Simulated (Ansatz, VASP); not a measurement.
# PbS in VASP and in Ansatz

```
CELL_PARAMETERS angstrom
0.00000 2.89762 3.01014
2.89762 0.00000 3.01014
2.89762 2.89762 0.00000
ATOMIC_POSITIONS crystal
Pb 0.00000 0.00000 0.00000
S 0.50000 0.50000 0.50000
```

Change from the starting cell: epitaxial_xy strain -3.0%.

Alike in both runs: task single point; functional r2SCAN; k mesh 8 × 8 × 8; occupations fermi-dirac, width 0.02 eV; non-collinear spin, spin-orbit coupling.

```csv
,VASP,Ansatz
version,VASP 6.6.1,Ansatz 0.2.0
potentials or method,"VASP PAW PBE potentials, release 64 (Pb_d, S)","plane waves, PAW"
plane-wave cutoff (eV),520,500
valence electrons in the cell,20,20
```

|  | VASP | Ansatz | Ansatz less VASP |
| --- | --- | --- | --- |
| pressure (GPa) | 3.4 | 3.1 | -0.29 |
| traceless stress, the component that is largest in VASP (GPa) | -3.56 | -3.43 | +0.127 |
| net moment per atom (μB) | 0.00 | 0.00 | 0.000 |

VASP's potentials were made for PBE, not for r2SCAN.
